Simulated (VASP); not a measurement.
Here is a VASP 6.6.1 calculation.

The input INCAR:

```
SYSTEM = B3As2
PREC     = Accurate       ! precision mode
ENCUT    = 600            ! plane-wave cutoff, eV
EDIFF    = 1E-6           ! SCF threshold, eV
ISMEAR   = 0              ! smearing method
SIGMA    = 0.1            ! smearing width, eV
LREAL    = .FALSE.        ! projectors in reciprocal space
LASPH    = .TRUE.         ! aspherical terms in the spheres
NELM     = 120            ! most SCF steps
ALGO     = Normal         ! electronic algorithm
ISIF     = 2              ! what is computed and relaxed
LWAVE    = .FALSE.        ! write WAVECAR
LCHARG   = .TRUE.         ! write CHGCAR
GGA      = PE             ! functional
LELF     = .TRUE.         ! ELF
LVHAR    = .TRUE.       
NBANDS   = 28             ! bands
GGA_COMPAT= .FALSE.
```

Contents of KPOINTS:

```
Automatic mesh
0
G
  4 4 6
  0 0 0
```

File POSCAR:

```
B3As2
1.0
    3.7837539933     -3.3070452066      0.0000000000
    3.7837539933      3.3070452066      0.0000000000
    0.0000000000      0.0000000000      2.7437823505
B As
3 2
Direct
    0.8964266876      0.8964266876      0.0000000000
    0.1035733124      0.1035733124      0.0000000000
    0.5000000000      0.5000000000      0.5000000000
    0.0000000000      0.5000000000      0.0000000000
    0.5000000000      0.0000000000      0.0000000000
```

Potentials or basis: VASP PAW PBE potentials, release 64 (B, As_d).

Launch:

```bash
$ cat potpaw_PBE.64/B/POTCAR potpaw_PBE.64/As_d/POTCAR > POTCAR
$ mpirun -np 1 vasp_std > vasp.out
```

Question: Estimate the largest force.

Answer: 0.033 eV/Å.

Question: Predict the pressure.

Answer: -0.1 GPa.

Stress tensor (GPa, compression positive):
```
-0.20  0.00  0.00
 0.00 -0.23  0.00
 0.00  0.00  0.08
```

Caveat: the k points lie up to 0.38 Å⁻¹ apart.
